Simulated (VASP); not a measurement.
A run of VASP 6.6.1:

Contents of INCAR:

```
PREC = Accurate ; ENCUT = 500
EDIFF = 1E-6 ; ISMEAR = -1
SIGMA = 0.03 ; LREAL = F
LASPH = T ; NELM = 120
ALGO = Normal ; ISIF = 2
LWAVE = F ; LCHARG = T
GGA = PS ; LELF = T
LVHAR = T ; NBANDS = 36
GGA_COMPAT = F
```

File KPOINTS:

```
regular mesh
0
Gamma
  6 6 6
```

Contents of POSCAR:

```
ZnSiP2
1.0
   -2.6765052303      2.6765052303      5.2229159491
    2.6765052303     -2.6765052303      5.2229159491
    2.6765052303      2.6765052303     -5.2229159491
Zn P Si
2 4 2
Direct
    0.0000000000      0.0000000000      0.0000000000
    0.7500000000      0.2500000000      0.5000000000
    0.3750000000      0.3895331262      0.5145331262
    0.1395331262      0.6250000000      0.0145331262
    0.8750000000      0.8604668738      0.4854668738
    0.6104668738      0.1250000000     -0.0145331262
    0.5000000000      0.5000000000      0.0000000000
    0.2500000000      0.7500000000      0.5000000000
```

Potentials or basis: VASP PAW PBE potentials, release 64 (Zn, P, Si).

Command:

```sh
$ cat potpaw_PBE.64/Zn/POTCAR potpaw_PBE.64/P/POTCAR potpaw_PBE.64/Si/POTCAR > POTCAR
$ mpirun -np 1 vasp_std > vasp.out
```

Hardware: 1 thread of Oxide Virtual Turin-like Processor (shared host).

Estimate the wall time of this run.

Run time: 6.2 min on 1 thread of Oxide Virtual Turin-like Processor, on a shared host, peak memory 0.36 GiB. Counts: scf iterations 14, k points 30.
